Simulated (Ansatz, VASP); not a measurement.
One calculation of W8C8N, two programs

```
W C N
1.0
    -2.83473   -4.90990    0.00000
     4.25209   -2.45495    0.00000
     0.00000    0.00000    5.57240
W C N
8 8 1
Direct
  0.75002 0.50502 0.99277
  0.75002 0.46238 0.49285
  0.49994 0.99967 0.99277
  0.47891 0.01694 0.49276
  0.25005 0.49849 0.99275
  0.25003 0.50885 0.49273
  0.00020 0.99965 0.99277
  0.02123 0.01696 0.49277
  0.49224 0.66360 0.23578
  0.49214 0.66373 0.74965
  0.25007 0.17620 0.23620
  0.25008 0.17623 0.74924
  0.00780 0.66359 0.23581
  0.00793 0.66374 0.74963
  0.75008 0.16784 0.23025
  0.75007 0.16771 0.75541
  0.75009 0.82554 0.49285
```

Alike in both runs: functional PBE; k mesh 3 × 4 × 3; occupations gaussian, width 0.1 eV; no spin polarisation.

Ansatz relaxed the structure, and its values are those at the end. VASP's run is a single point on that final structure, the one shown.

|  | VASP | Ansatz |
| --- | --- | --- |
| version | VASP 6.6.1 | Ansatz 0.2.0 |
| potentials or method | VASP PAW PBE potentials, release 64 (W_sv, C, N), cutoff 520 eV | scalar-relativistic, plane waves, PAW |
| valence electrons in the cell | 149 | 149 |

Ansatz gave:

- rms of the force components (eV/Å): 0.009

Question: What did VASP give for the same quantities?

Answer: rms of the force components (eV/Å): 0.049.

The k mesh is coarse, so the values compare programs but aren't converged. Neither program's run includes spin-orbit coupling.
